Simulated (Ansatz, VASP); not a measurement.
**Rh in VASP and in Ansatz**

POSCAR

```
Rh
1.0
    0.0000000000      1.8999313891      1.8999313891
    1.8999313891      0.0000000000      1.8999313891
    1.8999313891      1.8999313891      0.0000000000
Rh
1
Direct
    0.0000000000      0.0000000000      0.0000000000
```

File INCAR.step1:

```
PREC = Accurate
ENCUT = 680
ISMEAR = 0
SIGMA = 0.05
LREAL = F
LASPH = T
NELM = 120
NBANDS = 14
GGA = PE
ALGO = Normal
EDIFF = 1E-5
LWAVE = T
LCHARG = F
GGA_COMPAT = F
```

INCAR.step2

```
PREC = Accurate
ENCUT = 680
EDIFF = 1E-6
ISMEAR = 0
SIGMA = 0.05
LREAL = F
LASPH = T
NELM = 120
ALGO = Normal
ISIF = 2
LWAVE = F
LCHARG = F
METAGGA = R2SCAN
LMIXTAU = T
NBANDS = 14
ISTART = 1
GGA_COMPAT = F
```

Contents of KPOINTS:

```
Automatic mesh
0
Gamma
  18 18 18
```

Input for Ansatz:

```yaml
crystal:
  lattice:
    - [0.0, 1.8999313884, 1.8999313884]
    - [1.8999313884, 0.0, 1.8999313884]
    - [1.8999313884, 1.8999313884, 0.0]
  atoms:
    - { symbol: Rh, position: [0.0, 0.0, 0.0] }
basis:
  ecutwfc: 500
  ecutrho_ratio: 4
kpoints:
  mp_grid: { grid: [18, 18, 18] }
hamiltonian:
  xc: r2scan
scf:
  occupations: { method: gaussian, width: 0.05 }
output:
  forces: true
  stress: true
  eigenvalues: true
```

Alike in both runs: task single point; functional r2SCAN; k mesh 18 × 18 × 18; occupations gaussian, width 0.05 eV; no spin polarisation.

|  | VASP | Ansatz |
| --- | --- | --- |
| version | VASP 6.6.1 | Ansatz 0.2.0 |
| potentials or method | VASP PAW PBE potentials, release 64 (Rh_sv_GW), cutoff 680 eV | scalar-relativistic, plane waves, PAW |
| valence electrons in the cell | 17 | 17 |

|  | VASP | Ansatz | Ansatz less VASP |
| --- | --- | --- | --- |
| gap on the k mesh at the Fermi level (eV) | none | none | - |
| pressure (GPa) | 0.0 | -0.1 | -0.05 |

VASP's potentials were made for PBE, not for r2SCAN. A gap of «none» marks a metal or a gap that the smearing closes. With one functional, cell and mesh, what is left measures potentials, basis and numerics.
